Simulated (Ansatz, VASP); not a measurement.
One calculation of Ni, two programs

```
Ni
1.0
     0.00000    1.73158    1.73158
     1.73158    0.00000    1.73158
     1.73158    1.73158    0.00000
Ni
1
Cartesian
  0.0000 0.0000 0.0000
```

Alike in both runs: task single point; functional PBEsol; k mesh 30 × 30 × 30; occupations gaussian, width 0.15 eV; collinear spin.

|  | VASP | Ansatz |
| --- | --- | --- |
| version | VASP 6.6.1 | Ansatz 0.2.0 |
| potentials or method | VASP PAW PBE potentials, release 64 (Ni), cutoff 520 eV | scalar-relativistic, plane waves, PAW |
| valence electrons in the cell | 10 | 18 |

VASP gave:

```
gap on the k mesh at the Fermi level (eV)                     : none
pressure (GPa)                                                : -0.2
net moment per atom (μB)                                      : 0.61
size of the moment on the site where the two differ most (μB) : 0.61
```

Task: Estimate Ansatz's values.

Result: gap on the k mesh at the Fermi level (eV): none; pressure (GPa): 0.0; net moment per atom (μB): 0.62; size of the moment on the site where the two differ most (μB): 0.65.

VASP's potentials were made for PBE, not for PBEsol. Site moments also hang on the region over which each program counts them. A gap of «none» marks a metal or a gap that the smearing closes. With one functional, cell and mesh, what is left measures potentials, basis and numerics. VASP's potentials hold 10 valence electrons a cell and Ansatz's 18, so a difference there can come from the potentials and not from the codes.
